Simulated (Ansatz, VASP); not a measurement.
One calculation of Te, two programs

```
Te
1.0
     4.93292    0.00000    0.00000
    -2.46646    4.27203    0.00000
     0.00000    0.00000   36.49249
Te
4
Cartesian
  2.4665 1.4240 8.4835
  0.0000 2.8480 7.7487
  2.4665 1.4240 12.5165
  0.0000 2.8480 13.2513
```

Alike in both runs: functional PBE; dispersion D3(BJ); k mesh 12 × 12 × 1; occupations gaussian, width 0.1 eV; no spin polarisation.

Ansatz relaxed the structure, and its values are those at the end. VASP's run is a single point on that final structure, the one shown.

|  | VASP | Ansatz |
| --- | --- | --- |
| version | VASP 6.6.1 | Ansatz 0.2.0 |
| potentials or method | VASP PAW PBE potentials, release 64 (Te), cutoff 520 eV | scalar-relativistic, plane waves, PAW |
| valence electrons in the cell | 24 | 64 |

```tsv
	VASP	Ansatz	Ansatz less VASP
gap on the k mesh at the Fermi level (eV)	none	none	-
rms of the force components (eV/Å)	0.005	0.003	-0.0015
```

A gap of «none» marks a metal or a gap that the smearing closes. VASP's potentials hold 24 valence electrons a cell and Ansatz's 64, so a difference there can come from the potentials and not from the codes. Ansatz's warnings: xc potential rough in thin density.

Neither program's run includes spin-orbit coupling.
